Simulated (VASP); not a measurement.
A run of VASP 6.6.1 is set up as follows.

The input INCAR:

```
SYSTEM = GaSb
PREC = Accurate
ENCUT = 520
EDIFF = 1E-6
ISMEAR = -1
SIGMA = 0.05
LREAL = .False.
LASPH = .True.
NELM = 100
ALGO = Normal
ISIF = 2
LWAVE = .False.
LCHARG = .True.
GGA = RP
IVDW = 12
LELF = .True.
LVHAR = .True.
NBANDS = 16
```

The input KPOINTS:

```
regular mesh
0
Gamma
  8 8 8
  0 0 0
```

Contents of POSCAR:

```
GaSb
1.0
    0.0000000000      3.1189956238      3.1189956238
    3.1189956238      0.0000000000      3.1189956238
    3.1189956238      3.1189956238      0.0000000000
Sb Ga
1 1
Direct
    0.7500000000      0.7500000000      0.7500000000
    0.0000000000      0.0000000000      0.0000000000
```

Potentials or basis: VASP PAW PBE potentials, release 64 (Sb, Ga_d).

Command:

```bash
$ cat potpaw_PBE.64/Sb/POTCAR potpaw_PBE.64/Ga_d/POTCAR > POTCAR
$ mpirun -np 1 vasp_std > vasp.out
```

(1) Estimate the band gap on the k mesh.

(2) What does it give for the dispersion energy per atom?

Results:

(1) zero (filled and empty bands touch).

(2) -1.391 eV.

Caveat: spin-orbit coupling is left out, which moves the levels of the heavy elements.
